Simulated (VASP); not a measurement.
A run of VASP 6.6.1 is set up as follows.

Contents of INCAR:

```
PREC = Accurate
ENCUT = 520
EDIFF = 1E-6
ISMEAR = 0
SIGMA = 0.1
LREAL = False
LASPH = True
NELM = 150
ALGO = Normal
ISIF = 2
LWAVE = False
LCHARG = False
ISPIN = 2
MAGMOM = 1 0 0
LORBIT = 11
LMAXMIX = 4
GGA = PE
NBANDS = 27
```

Contents of KPOINTS:

```
regular mesh
0
Gamma
  4 4 6
```

The input POSCAR:

```
TaBiO
1.0
    4.2033949800      0.0000000000      0.0000000000
    0.0000000000      4.2033949800      0.0000000000
    0.0000000000      0.0000000000      3.1671227100
Ta Bi O
1 1 1
Direct
    0.5000000000      0.5000000000      0.5000000000
    0.0000000000      0.0000000000      0.0000000000
    0.0000000000      0.0000000000      0.5000000000
```

Potentials or basis: VASP PAW PBE potentials, release 64 (Ta_pv, Bi_d, O).

Run with:

```bash
$ cat potpaw_PBE.64/Ta_pv/POTCAR potpaw_PBE.64/Bi_d/POTCAR potpaw_PBE.64/O/POTCAR > POTCAR
$ mpirun -np 1 vasp_std > vasp.out
```

(1) Estimate the site moments.

(2) Predict the net moment.

(3) Estimate the pressure.

Results:

(1) Ta +0.75; Bi +0.01; O +0.06 μB.

(2) 1.24 μB per cell.

(3) 82.1 GPa.

Caveat: the k points lie up to 0.37 Å⁻¹ apart.
